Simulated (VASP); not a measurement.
## Ti3Al3Cu2: relaxation of cell and atoms with PBE

Crystal: Ti3Al3Cu2.

```
Ti Al Cu
1.0
     2.84840    0.00000    0.00000
     0.00000    2.84840    0.00000
     0.00000    0.00000   14.81848
Ti Al Cu
3 3 2
Direct
  0.00000 0.00000 0.72938
  0.00000 0.00000 0.27062
  0.00000 0.00000 0.00000
  0.50000 0.50000 0.86315
  0.50000 0.50000 0.13685
  0.00000 0.00000 0.50000
  0.50000 0.50000 0.60603
  0.50000 0.50000 0.39397
```

* Program: VASP 6.6.1
* Task: relaxation of cell and atoms
* Functional: PBE
* Potentials or basis: VASP PAW PBE potentials, release 64 (Ti_sv, Al, Cu)
* Cutoff: 600 eV
* k mesh: 12 × 12 × 2
* Occupations: gaussian, width 0.1 eV
* Spin: no spin polarisation
* Dipole correction: no
* Further INCAR settings: ALGO = Fast; EDIFF = 1e-06; IBRION = 2; EDIFFG = -0.01; NSW = 100; ISIF = 3

```
Relaxed volume                        : 15.02 Å³/atom
Relaxed cell                          : a = 2.849 Å, b = 2.849 Å, c = 14.805 Å, α = 90.00°, β = 90.00°, γ = 90.00°
Space group after relaxing (to 0.1 Å) : P4/mmm (No. 123)
Energy gained by relaxing             : 0.5 meV/atom
Ionic steps                           : 11
Pressure after relaxing               : 0.0 GPa
Largest force after relaxing          : 0.009 eV/Å
Band gap on the k mesh                : zero (an odd number of electrons rules out a gap without spin polarisation)
```

Forces in eV/Å, atoms in the order of the input:
```
Ti   0.000  0.000  0.004
Ti   0.000  0.000 -0.004
Ti   0.000  0.000  0.000
Al   0.000  0.000 -0.001
Al   0.000  0.000  0.001
Al   0.000  0.000  0.000
Cu   0.000  0.000  0.009
Cu   0.000  0.000 -0.009
```

Step by step:
```
step  energy change (eV)  largest force (eV/Å)  pressure (GPa)  volume (Å³)
   1              0.0000                0.1384           -0.01       120.23
   2             -0.0018                0.0882           -0.01       120.21
   3             -0.0028                0.0524            0.01       120.17
   4             -0.0031                0.0353           -0.02       120.19
   5             -0.0035                0.0249           -0.06       120.22
   6             -0.0036                0.0140            0.09       120.05
   7             -0.0036                0.0138            0.05       120.06
   8             -0.0036                0.0136            0.20       120.05
   9             -0.0036                0.0119           -0.15       120.24
  10             -0.0036                0.0134           -0.01       120.15
  11             -0.0036                0.0094            0.00       120.15
```

Final structure:
```xyz
8
Lattice="2.8488 0.0000 0.0000 0.0000 2.8488 0.0000 0.0000 0.0000 14.8046" Properties=species:S:1:pos:R:3 pbc="T T T"
Ti    0.0000    0.0000   10.8231
Ti    0.0000    0.0000    3.9815
Ti    0.0000    0.0000   14.8046
Al    1.4244    1.4244   12.7888
Al    1.4244    1.4244    2.0159
Al    0.0000    0.0000    7.4023
Cu    1.4244    1.4244    8.9691
Cu    1.4244    1.4244    5.8355
```

Levels at points of the mesh, in eV from the Fermi level:
| k point | band 30 | band 31 | band 32 | band 33 | band 34 | band 35 | band 36 | band 37 |
| --- | --- | --- | --- | --- | --- | --- | --- | --- |
| (0.00, 0.00, 0.00) | -0.80 | -0.65 | -0.62 | -0.18 | 0.43 | 0.77 | 1.76 | 1.76 |
| (0.50, 0.00, 0.00) | -1.58 | -1.35 | -1.26 | -0.83 | -0.80 | -0.25 | -0.22 | 1.55 |
| (0.50, 0.50, 0.00) | -0.79 | -0.79 | -0.36 | -0.36 | -0.15 | 0.83 | 0.87 | 1.66 |
| (0.00, 0.00, 0.50) | -0.80 | -0.65 | -0.61 | -0.46 | 0.53 | 0.74 | 1.76 | 1.76 |
| (0.50, 0.00, 0.50) | -1.54 | -1.46 | -1.17 | -0.85 | -0.67 | -0.30 | -0.20 | 1.67 |
| (0.50, 0.50, 0.50) | -1.38 | -1.38 | -0.15 | 0.50 | 0.50 | 0.54 | 0.54 | 0.82 |

Run time: 26 min on 1 thread of Intel(R) Xeon(R) 6975P-C (Granite Rapids), on a shared host, peak memory 0.48 GiB.
